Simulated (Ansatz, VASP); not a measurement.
**Si in VASP and in Ansatz**

```
Si
1.0
     0.00000    2.72212    2.61323
     2.72212    0.00000    2.61323
     2.72212    2.72212    0.00000
Si
2
Cartesian
  0.0000 0.0000 0.0000
  1.3611 1.3611 1.3066
```

Change from the starting cell: uniaxial_z strain -4.0%.

Alike in both runs: task single point; functional HSE06; k mesh 6 × 6 × 6; occupations fermi-dirac, width 0.02 eV; no spin polarisation.

```csv
,VASP,Ansatz
version,VASP 6.6.1,Ansatz 0.2.0
potentials or method,"VASP PAW PBE potentials, release 64 (Si)","plane waves, PAW"
plane-wave cutoff (eV),520,420
valence electrons in the cell,8,8
```

|  | VASP | Ansatz | Ansatz less VASP |
| --- | --- | --- | --- |
| gap on the k mesh at the Fermi level (eV) | 0.80 | 0.79 | -0.012 |
| pressure (GPa) | 3.7 | 4.1 | +0.37 |
| traceless stress, the component that is largest in VASP (GPa) | 2.71 | 2.68 | -0.027 |

With one functional, cell and mesh, what is left measures potentials, basis and numerics. Ansatz's warnings: stress exchange threshold loose, stress scf threshold loose.
